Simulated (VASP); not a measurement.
Here is a VASP 6.6.1 calculation.

Contents of INCAR:

```
  PREC = Accurate
  ENCUT = 520
  EDIFF = 1E-6
  ISMEAR = -1
  SIGMA = 0.05
  LREAL = False
  LASPH = True
  NELM = 60
  ALGO = Normal
  ISIF = 2
  LWAVE = False
  LCHARG = False
  GGA = PE
  IVDW = 13
  NBANDS = 28
```

File KPOINTS:

```
Automatic mesh
0
Gamma
  7 7 7
```

Contents of POSCAR:

```
BaTiO3
1.0
    3.9730081447      0.0000000000      0.0000000000
    0.0000000000      3.9730081447      0.0000000000
    0.0000000000      0.0000000000      4.1197862478
Ba Ti O
1 1 3
Direct
    0.0000000000      0.0000000000     -0.0062069082
    0.5000000000      0.5000000000      0.4771117757
    0.0000000000      0.5000000000      0.5189362370
    0.5000000000      0.0000000000      0.5189362370
    0.5000000000      0.5000000000      0.0342226585
```

Potentials or basis: VASP PAW PBE potentials, release 64 (Ba_sv, Ti_sv, O).

Run with:

```console
$ cat potpaw_PBE.64/Ba_sv/POTCAR potpaw_PBE.64/Ti_sv/POTCAR potpaw_PBE.64/O/POTCAR > POTCAR
$ mpirun -np 1 vasp_std > vasp.out
```

What does it give for the pressure?

1.7 GPa.

What does it give for the largest force?

0.071 eV/Å.

Forces on the atoms (eV/Å):
```
Ba   0.000  0.000  0.043
Ti   0.000  0.000  0.071
O    0.000  0.000 -0.022
O    0.000  0.000 -0.022
O    0.000  0.000 -0.070
```
